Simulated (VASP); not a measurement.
# LiF in VASP: notebook

The runs below take LiF through relaxation of cell and atoms, single point, with PBE.

Everything below comes from runs of VASP 6.6.1. Logs are shortened: lines on timing, memory, paths and dates and some standing lists are left out, and cuts for length are marked.

## Step 1: The cell of the first run

It takes space group Fm-3m (No. 225, cubic). Conventional cell: a = 4.068 Å, b = 4.068 Å, c = 4.068 Å, α = 90.00°, β = 90.00°, γ = 90.00°. Li (site symmetry m-3m) has 6 F at 2.03 Å within 2.7 Å. Within 2.7 Å of F (site symmetry m-3m) lie 6 Li at 2.03 Å.

## Step 2: Relaxation of cell and atoms, PBE

Input file INCAR:

```
PREC     = Accurate       # precision mode
ENCUT    = 600            # plane-wave cutoff, eV
EDIFF    = 1E-6           # SCF threshold, eV
ISMEAR   = 0              # smearing method
SIGMA    = 0.02           # smearing width, eV
LREAL    = F              # projectors in reciprocal space
LASPH    = T              # aspherical terms in the spheres
NELM     = 60             # most SCF steps
ALGO     = Normal         # electronic algorithm
ISIF     = 3              # what is computed and relaxed
LWAVE    = F              # write WAVECAR
LCHARG   = F              # write CHGCAR
GGA      = PE             # functional
IBRION   = 2              # ionic algorithm
NSW      = 100            # ionic steps
EDIFFG   = -0.01          # ionic threshold
```

Input file KPOINTS:

```
regular mesh
0
Gamma
  10 10 10
```

Input file POSCAR:

```
LiF
1.0
    0.0000000000      2.0339978206      2.0339978206
    2.0339978206      0.0000000000      2.0339978206
    2.0339978206      2.0339978206      0.0000000000
Li F
1 1
Direct
    0.5000000000      0.5000000000      0.5000000000
    0.0000000000      0.0000000000      0.0000000000
```

Potentials or basis: VASP PAW PBE potentials, release 64 (Li_sv, F).

The run is started by

```console
$ cat potpaw_PBE.64/Li_sv/POTCAR potpaw_PBE.64/F/POTCAR > POTCAR
$ mpirun -np 1 vasp_std > vasp.out
```

OUTCAR:

```text
PREC = Accurate
   ENCUT = 600
   EDIFF = 1E-6
   ISMEAR = 0
   LREAL = F
   LASPH = T
   NELM = 60
   ISIF = 3
   GGA = PE
   IBRION = 2
   NSW = 100
   EDIFFG = -0.01

 ion  position               nearest neighbor table
   1  0.500  0.500  0.500-   2 2.03   2 2.03   2 2.03   2 2.03   2 2.03   2 2.03
   2  0.000  0.000  0.000-   1 2.03   1 2.03   1 2.03   1 2.03   1 2.03   1 2.03

  LATTYP: Found a face centered cubic cell.
 ALAT       =     4.0679956412

  Lattice vectors:

 A1 = (   0.0000000000,   2.0339978206,   2.0339978206)
 A2 = (   2.0339978206,   0.0000000000,   2.0339978206)
 A3 = (   2.0339978206,   2.0339978206,   0.0000000000)

Analysis of symmetry for initial positions (statically):
=====================================================================
 Subroutine PRICEL returns:
 Original cell was already a primitive cell.

 Routine SETGRP: Setting up the symmetry group for a
 face centered cubic supercell.

 Subroutine GETGRP returns: Found 48 space group operations
 (whereof 48 operations were pure point group operations)
 out of a pool of 48 trial point group operations.

The static configuration has the point symmetry O_h .

Analysis of symmetry for dynamics (positions and initial velocities):
=====================================================================
 Subroutine PRICEL returns:
 Original cell was already a primitive cell.

 Routine SETGRP: Setting up the symmetry group for a
 face centered cubic supercell.

 Subroutine GETGRP returns: Found 48 space group operations
 (whereof 48 operations were pure point group operations)
 out of a pool of 48 trial point group operations.

The dynamic configuration has the point symmetry O_h .

 Subroutine INISYM returns: Found 48 space group operations
 (whereof 48 operations are pure point group operations),
 and found     1 'primitive' translations

----------------------------------------------------------------------------------------

                                     Primitive cell

  volume of cell :      16.8299

  direct lattice vectors                    reciprocal lattice vectors
     0.000000000  2.033997821  2.033997821    -0.245821306  0.245821306  0.245821306
     2.033997821  0.000000000  2.033997821     0.245821306 -0.245821306  0.245821306
     2.033997821  2.033997821  0.000000000     0.245821306  0.245821306 -0.245821306

  length of vectors
     2.876507304  2.876507304  2.876507304     0.425774991  0.425774991  0.425774991

  position of ions in fractional coordinates (direct lattice)
     0.500000000  0.500000000  0.500000000
     0.000000000  0.000000000  0.000000000

  ion indices of the primitive-cell ions
   primitive index   ion index
                 1           1
                 2           2

----------------------------------------------------------------------------------------

 KPOINTS: regular mesh

Automatic generation of k-mesh.
 Grid dimensions read from file:
 generate k-points for:   10   10   10

 Generating k-lattice:

  Cartesian coordinates                     Fractional coordinates (reciprocal lattice)
    -0.024582131  0.024582131  0.024582131     0.100000000  0.000000000  0.000000000
     0.024582131 -0.024582131  0.024582131     0.000000000  0.100000000  0.000000000
     0.024582131  0.024582131 -0.024582131     0.000000000  0.000000000  0.100000000

  Length of vectors
     0.042577499  0.042577499  0.042577499

  Shift w.r.t. Gamma in fractional coordinates (k-lattice)
     0.000000000  0.000000000  0.000000000

 Subroutine IBZKPT returns following result:
 ===========================================

 Found     47 irreducible k-points:

 Following reciprocal coordinates:
            Coordinates               Weight
  0.000000  0.000000  0.000000      1.000000
  0.100000  0.000000  0.000000      8.000000
  0.200000  0.000000  0.000000      8.000000
  0.300000  0.000000  0.000000      8.000000
  0.400000  0.000000  0.000000      8.000000
  0.500000  0.000000  0.000000      4.000000
[... 16 lines left out ...]
  0.300000  0.300000  0.000000      6.000000
  0.400000  0.300000  0.000000     24.000000
 [... further k-points ...]
   k-points           NKPTS =     47   k-points in BZ     NKDIM =     47   number of bands    NBANDS=      9
   number of dos      NEDOS =    301   number of ions     NIONS =      2
   total plane-waves  NPLWV =  13824
   dimension x,y,z NGX =    24 NGY =   24 NGZ =   24
   dimension x,y,z NGXF=    48 NGYF=   48 NGZF=   48
   ions per type =               1   1
   NGX,Y,Z   is equivalent  to a cutoff of  13.87, 13.87, 13.87 a.u.
   NGXF,Y,Z  is equivalent  to a cutoff of  27.74, 27.74, 27.74 a.u.
 SYSTEM =  unknown system
   PREC   = accura    normal or accurate (medium, high low for compatibility)
   ISTART =      0    job   : 0-new  1-cont  2-samecut
   ICHARG =      2    charge: 1-file 2-atom 10-const
   ISPIN  =      1    spin polarized calculation?
   LNONCOLLINEAR =      F non collinear calculations
   LSORBIT =      F    spin-orbit coupling
   LASPH  =      T    aspherical Exc in radial PAW
   ENCUT  =  600.0 eV  44.10 Ry    6.64 a.u.   5.75  5.75  5.75*2*pi/ulx,y,z
   NELM   =     60;   NELMIN=  2; NELMDL= -5     # of ELM steps
   EDIFF  = 0.1E-05   stopping-criterion for ELM
   LREAL  =      F    real-space projection
   EDIFFG = -.1E-01   stopping-criterion for IOM
   NSW    =    100    number of steps for IOM
   IBRION =      2    ionic relax: 0-MD 1-quasi-New 2-CG
   NFREE  =      1    steps in history (QN), initial steepest desc. (CG)
   ISIF   =      3    stress and relaxation
   ISYM   =      2    0-nonsym 1-usesym 2-fastsym
   POTIM  = 0.5000    time-step for ionic-motion
   TEBEG  =    0.0;   TEEND  =   0.0 temperature during run
   PSTRESS=    0.0 pullay stress
   NELECT =      10.0000    total number of electrons
   NUPDOWN=      -1.0000    fix difference up-down
   EMIN   =  10.00;   EMAX   =-10.00  energy-range for DOS
   EFERMI =   0.00;   METHOD = LEGACY
   ISMEAR =     0;   SIGMA  =   0.02  broadening in eV -4-tet -1-fermi 0-gaus
   EFERMI_NEDOS =   21; number of points for ismear=-14 and -15
   IALGO  =     38    algorithm
   IMIX   =      4    mixing-type and parameters
     AMIX     =   0.40;   BMIX     =  1.00
     AMIX_MAG =   1.60;   BMIX_MAG =  1.00
  volume/ion in A,a.u.               =       8.41        56.79
  Fermi-wavevector in a.u.,A,eV,Ry     =   1.376304  2.600837 25.772326  1.894213
  Thomas-Fermi vector in A             =   2.501561
   LORBIT       =      0    0 simple, 1 ext, 2 COOP (PROOUT), +10 PAW based schemes
   GGA     = PE    functional components
   LHFCALC =     F    Hartree Fock is set to
   AEXX    =    0.0000 exact exchange contribution
   IVDW    =     0    specifies the selected vdW correction
   LEPSILON=     F    determine dielectric tensor
   LRPA    =     F    only Hartree local field effects (RPA)
 conjugate gradient relaxation of ions
 non-spin polarized calculation
 Gauss-broadening in eV      SIGMA  =   0.02
  energy-cutoff  :      600.00
  volume of cell :       16.83
 maximum number of plane-waves:       588
   NGX = 11   NGY = 11   NGZ = 11

--------------------------------------- Ionic step        1  -------------------------------------------

 number of electron      10.0000000 magnetization

 number of electron       9.9999992 magnetization

 Free energy of the ion-electron system (eV)
  ---------------------------------------------------
  ext. energy  EPLUGINS =         0.00000000
  ---------------------------------------------------
  free energy    TOTEN  =        -9.64330094 eV

  energy without entropy =       -9.64330094  energy(sigma->0) =       -9.64330094

------------------------ aborting loop because EDIFF is reached ----------------------------------------

  FORCE on cell =-STRESS in cart. coord.  units (eV):
  Direction    XX          YY          ZZ          XY          YZ          ZX
  --------------------------------------------------------------------------------------
  -------------------------------------------------------------------------------------
  Total       -0.0813289     -0.0813289     -0.0813289     -0.0000000     -0.0000000     -0.0000000
  in kB       -7.7423766     -7.7423766     -7.7423766     -0.0000000     -0.0000000     -0.0000000
  external PRESSURE =      -7.7423766 kB  Pullay stress =       0.0000000 kB
[... 57 lines left out ...]
  energy  without entropy=       -9.6436432983  energy(sigma->0) =       -9.64364330

--------------------------------------- Ionic step        3  -------------------------------------------

 number of electron       9.9999991 magnetization

 Free energy of the ion-electron system (eV)
  ---------------------------------------------------
  ext. energy  EPLUGINS =         0.00000000
  ---------------------------------------------------
  free energy    TOTEN  =        -9.64374681 eV

  energy without entropy =       -9.64374681  energy(sigma->0) =       -9.64374681

 E-fermi :  -0.9086     XC(G=0):  -9.8956

 val. band max:       -1.1302957241   @ k =   0.0000   0.0000   0.0000
 cond. band min:       7.7994457825   @ k =   0.0000   0.0000   0.0000
 fundamental gap:      8.9297415066
 Fermi energy:        -0.9086117601

 k-point     1 :       0.0000    0.0000    0.0000
  band No.  band energies     occupation
      1     -42.0872      2.00000
      2     -21.0552      2.00000
      3      -1.1303      2.00000
      4      -1.1303      2.00000
      5      -1.1303      2.00000
      6       7.7994      0.00000
      7      22.5996      0.00000
      8      22.5997      0.00000
      9      22.5997      0.00000
[... 265 lines left out ...]
 k-point    24 :       0.4000    0.3000    0.0000
  band No.  band energies     occupation
      1     -42.0319      2.00000
      2     -20.5468      2.00000
      3      -3.3924      2.00000
      4      -1.9795      2.00000
      5      -1.8707      2.00000
      6      11.7809      0.00000
      7      15.5469      0.00000
      8      17.2142      0.00000
      9      18.8322      0.00000

 [... further k-points ...]

------------------------ aborting loop because EDIFF is reached ----------------------------------------

  FORCE on cell =-STRESS in cart. coord.  units (eV):
  Direction    XX          YY          ZZ          XY          YZ          ZX
  --------------------------------------------------------------------------------------
  -------------------------------------------------------------------------------------
  Total       -0.0004808     -0.0004808     -0.0004808     -0.0000000      0.0000000     -0.0000000
  in kB       -0.0463047     -0.0463047     -0.0463047     -0.0000000      0.0000000     -0.0000000
  external PRESSURE =      -0.0463047 kB  Pullay stress =       0.0000000 kB
[... 17 lines left out ...]
  FREE ENERGIE OF THE ION-ELECTRON SYSTEM (eV)
  ---------------------------------------------------
  free  energy   TOTEN  =        -9.6437468099 eV

  energy  without entropy=       -9.6437468099  energy(sigma->0) =       -9.64374681

 reached required accuracy - stopping structural energy minimisation
```

Run time: 6.1 s. Hardware: 1 thread of Intel Xeon 6975P-C (Granite Rapids), shared host; peak memory 0.13 GiB.

What came out:

| Quantity | Value |
| --- | --- |
| Free energy | -9.6437 eV |
| Relaxed volume | 8.32 Å³/atom |
| Relaxed cell | a = 2.865 Å, b = 2.865 Å, c = 2.865 Å, α = 60.00°, β = 60.00°, γ = 60.00° |
| Space group after relaxing (to 0.1 Å) | Fm-3m (No. 225) |
| Energy gained by relaxing | 0.2 meV/atom |
| Ionic steps | 3 |
| Pressure after relaxing | 0.0 GPa |
| Band gap on the k mesh | 8.93 eV |

The path:
| step | energy change (eV) | largest force (eV/Å) | pressure (GPa) | volume (Å³) |
| --- | --- | --- | --- | --- |
| 1 | 0.0000 | 0.0000 | -0.77 | 16.83 |
| 2 | -0.0003 | 0.0000 | -0.38 | 16.73 |
| 3 | -0.0004 | 0.0000 | 0.00 | 16.64 |

Final structure:
```
Li F
1.0
     0.00000    2.02617    2.02617
     2.02617    0.00000    2.02617
     2.02617    2.02617    0.00000
Li F
1 1
Cartesian
  2.0262 2.0262 2.0262
  0.0000 0.0000 0.0000
```

Caveat: the cutoff is under 1.25 times the usual one of these potentials, so pressure, stress and relaxed cells hold a basis-set (Pulay) error. A k mesh can miss the band edges.

## Step 3: Single point, PBE

This run uses another cell than the first one: it holds 8 atoms, not 2.

Input file INCAR:

```
SYSTEM = LiF
PREC = Accurate
ENCUT = 520
EDIFF = 1E-6
ISMEAR = 0
SIGMA = 0.1
LREAL = .FALSE.
LASPH = .TRUE.
NELM = 80
ALGO = Normal
ISIF = 2
LWAVE = .FALSE.
LCHARG = .TRUE.
GGA = PE
LELF = .TRUE.
LVHAR = .TRUE.
NBANDS = 30
```

Input file KPOINTS:

```
regular mesh
0
G
  4 4 4
  0 0 0
```

Input file POSCAR:

```
LiF
1.0
    1.4393158777      2.4815764987     -0.2277823337
    4.3115733245     -2.4832824187      0.2246795604
   -1.4384944629      0.3943210398     -4.7515753052
Li F
4 4
Direct
    0.9374327773      0.8125230033      0.6250230721
    0.4374718415      0.3125387697      0.6250018999
    0.4374959064      0.8125186436      0.1250280561
    0.9375036243      0.3125210882      0.1250319689
    0.4375166363      0.5624886921      0.3749703783
   -0.0624604784      0.0624632726      0.3749867533
    0.4375046472      1.0624849661      0.8749678561
    0.9375350455      0.5624615642      0.8749900151
```

Potentials or basis: VASP PAW PBE potentials, release 64 (Li_sv, F).

The run is started by

```console
$ cat potpaw_PBE.64/Li_sv/POTCAR potpaw_PBE.64/F/POTCAR > POTCAR
$ mpirun -np 1 vasp_std > vasp.out
```

It took 27 s on 1 thread of Intel Xeon 6975P-C (Granite Rapids), shared host; peak memory 0.19 GiB.

Results (log left out):

```yaml
Free_energy: -38.5627 eV
Band_gap_on_the_k_mesh: 8.83 eV
```

Levels at points of the mesh, in eV from the valence-band top:
```
           k point  band 18  band 19  band 20  band 21  band 22  band 23
(0.00, 0.00, 0.00)     0.00     0.00     0.00     8.83    10.61    10.62
(0.50, 0.00, 0.00)    -0.77    -0.24    -0.24    11.86    11.86    14.80
(0.00, 0.50, 0.00)    -0.11    -0.11    -0.11    10.11    10.11    12.74
(0.00, 0.00, 0.50)    -0.11    -0.11    -0.11    10.11    10.11    12.74
(0.50, 0.50, 0.00)    -0.60    -0.60    -0.60    12.74    12.74    12.74
(0.50, 0.00, 0.50)    -0.60    -0.60    -0.60    12.74    12.74    12.74
(0.00, 0.50, 0.50)    -0.49    -0.24    -0.24    11.14    11.14    11.86
(0.50, 0.50, 0.50)    -0.22    -0.22    -0.22    10.62    10.62    14.52
```

Caveat: the k points lie up to 0.55 Å⁻¹ apart; the cutoff is under 1.25 times the usual one of these potentials, so pressure, stress and relaxed cells hold a basis-set (Pulay) error. A k mesh can miss the band edges.
